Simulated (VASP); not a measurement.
A run of VASP 6.6.1 is set up as follows.

File POSCAR:

```
BN
1.0
    2.5009753125      0.0000000000      0.0000000000
   -1.2504876563      2.1659081548      0.0000000000
    0.0000000000      0.0000000000      6.8741616654
B N
2 2
Direct
    0.3333333333      0.6666666667      0.2500000000
    0.6666666667      0.3333333333      0.7500000000
    0.3333333333      0.6666666667      0.7500000000
    0.6666666667      0.3333333333      0.2500000000
```

File INCAR.step1:

```
PREC = Accurate
ENCUT = 520
ISMEAR = 0
SIGMA = 0.02
LREAL = F
LASPH = T
NELM = 60
NBANDS = 16
GGA = PE
ALGO = Normal
EDIFF = 1E-4
LWAVE = T
LCHARG = F
```

Contents of INCAR.step2:

```
PREC = Accurate
ENCUT = 520
EDIFF = 1E-7
ISMEAR = 0
SIGMA = 0.02
LREAL = F
LASPH = T
NELM = 60
ALGO = Normal
ISIF = 2
LWAVE = F
LCHARG = F
METAGGA = R2SCAN
LMIXTAU = T
NBANDS = 16
ISTART = 1
```

File KPOINTS:

```
Automatic mesh
0
Gamma
  12 12 4
```

Potentials or basis: VASP PAW PBE potentials, release 64 (B, N).

Launch:

```console
$ cat potpaw_PBE.64/B/POTCAR potpaw_PBE.64/N/POTCAR > POTCAR
$ cp INCAR.step1 INCAR
$ mpirun -np 1 vasp_std > vasp.out
$ cp INCAR.step2 INCAR
$ mpirun -np 1 vasp_std > vasp.out
```

Q: What does it give for the band gap on the k mesh?

A: 4.93 eV, indirect (least direct gap 5.37 eV).

Q: Predict the pressure.

A: 0.4 GPa.

Stress tensor (GPa, compression positive):
```
 0.67  0.00  0.00
 0.00  0.67  0.00
 0.00  0.00 -0.24
```

Caveat: the PAW data sets were made with another functional, which shifts forces and pressure a little. A k mesh can miss the band edges.
